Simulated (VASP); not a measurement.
C:

```xyz
4
Lattice="2.5117 0.0000 0.0000 -1.2558 2.1752 0.0000 0.0000 0.0000 4.1802" Properties=species:S:1:pos:R:3 pbc="T T T"
C     0.0000    1.4501    0.2622
C     1.2558    0.7251    2.3523
C     0.0000    1.4501    1.8279
C     1.2558    0.7251    3.9180
```

Base run:

* Program: VASP 6.6.1
* Functional: PBE
* Potentials or basis: VASP PAW PBE potentials, release 64 (C)
* Cutoff: 520 eV
* k mesh: 12 × 12 × 7
* Occupations: fermi-dirac, width 0.05 eV
* Spin: no spin polarisation

Its results: band gap on the k mesh 3.34 eV, indirect (least direct gap 4.96 eV); pressure 0.6 GPa; largest force 0.005 eV/Å.

Question: The run is repeated on the same cell with these changes: k mesh from 12 × 12 × 7 to 13 × 13 × 7; further incar settings from ALGO = Normal; EDIFF = 1e-07; NBANDS = 16 to ALGO = Normal; EDIFF = 1e-06; NBANDS = 16. What comes out?

Answer: Band gap on the k mesh 3.47 eV, indirect (least direct gap 4.96 eV); pressure 0.6 GPa; largest force 0.005 eV/Å.

A k mesh can miss the band edges.
